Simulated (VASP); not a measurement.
The system is KCl.

```
CELL_PARAMETERS angstrom
5.39187 0.00000 0.00000
-2.69593 4.66950 0.00000
0.00000 0.00000 6.32132
ATOMIC_POSITIONS crystal
K 0.33333 0.66667 0.93750
K 0.66667 0.33333 0.43750
Cl 0.33333 0.66667 0.43750
Cl 0.66667 0.33333 0.93750
```

| Quantity | Value |
| --- | --- |
| Program | VASP 6.6.1 |
| Task | relaxation of cell and atoms |
| Functional | PBEsol |
| Potentials or basis | VASP PAW PBE potentials, release 64 (K_sv, Cl) |
| Cutoff | 600 eV |
| k mesh | 6 × 6 × 4 |
| Occupations | fermi-dirac, width 0.02 eV |
| Spin | no spin polarisation |

At the start: pressure -0.7 GPa; volume 39.79 Å³/atom.

**Question.** How do energy, volume and symmetry change on relaxing?

**Answer.** Over 7 steps the energy falls by 4.4 meV/atom and the volume is 37.82 Å³/atom (-4.9 %); space group P6_3/mmc (No. 194, to 0.1 Å) before and after.

Step by step:
```
step  energy change (eV)  largest force (eV/Å)  pressure (GPa)  volume (Å³)
   1              0.0000                0.0000           -0.65       159.15
   2             -0.0123                0.0000           -0.38       155.44
   3             -0.0175                0.0000           -0.03       151.55
   4             -0.0175                0.0000            0.00       151.22
   5             -0.0175                0.0000           -0.02       151.37
   6             -0.0175                0.0000           -0.02       151.34
   7             -0.0175                0.0000           -0.01       151.30
```

Final structure:
```
K Cl
1.0
     5.30861    0.00000    0.00000
    -2.65431    4.59739    0.00000
     0.00000    0.00000    6.19915
K Cl
2 2
Cartesian
  0.0000 3.0649 5.8117
  2.6543 1.5325 2.7121
  0.0000 3.0649 2.7121
  2.6543 1.5325 5.8117
```

Caveat: the structure was generated, so it needn't be the stable form of KCl; the PAW data sets were made with another functional, which shifts forces and pressure a little.
